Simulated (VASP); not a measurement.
Wanted: the native input for a VASP 6.6.1 run.

```
Task                   : single point
Functional             : PBE
Potentials or basis    : VASP PAW PBE potentials, release 64 (Zn, O)
Cutoff                 : 520 eV
k mesh                 : 12 × 12 × 6
Occupations            : gaussian, width 0.02 eV
Spin                   : no spin polarisation
Dipole correction      : no
Further INCAR settings : ALGO = Normal; EDIFF = 1e-07; NBANDS = 26
```

The structure of ZnO lies in POSCAR:

```
ZnO
1.0
    3.2799856020      0.0000000000      0.0000000000
   -1.6399928010      2.8405508554      0.0000000000
    0.0000000000      0.0000000000      5.2911453920
Zn O
2 2
Direct
    0.0000000000      0.0000000000     -0.0020739807
    0.3333333333      0.6666666667      0.4979260193
    0.0000000000      0.0000000000      0.3770744807
    0.3333333333      0.6666666667      0.8770744807
```

The input as run:

INCAR

```
SYSTEM = ZnO
ALGO = Normal ; EDIFF = 1E-7
ENCUT = 520 ; GGA = PE
ISIF = 2 ; ISMEAR = 0
LASPH = .True. ; LCHARG = .False.
LREAL = .False. ; LWAVE = .False.
NBANDS = 26 ; NELM = 100
PREC = Accurate ; SIGMA = 0.02
```

KPOINTS

```
k-points
0
Gamma
  12 12 6
  0 0 0
```

Potentials or basis: VASP PAW PBE potentials, release 64 (Zn, O).

Command:

```console
$ cat potpaw_PBE.64/Zn/POTCAR potpaw_PBE.64/O/POTCAR > POTCAR
$ mpirun -np 1 vasp_std > vasp.out
```

It gave:

- Pressure: 0.9 GPa
- Band gap on the k mesh: 0.73 eV

Run time: 110 s on 1 thread of Intel Xeon 8259CL, on a shared host, peak memory 0.21 GiB.
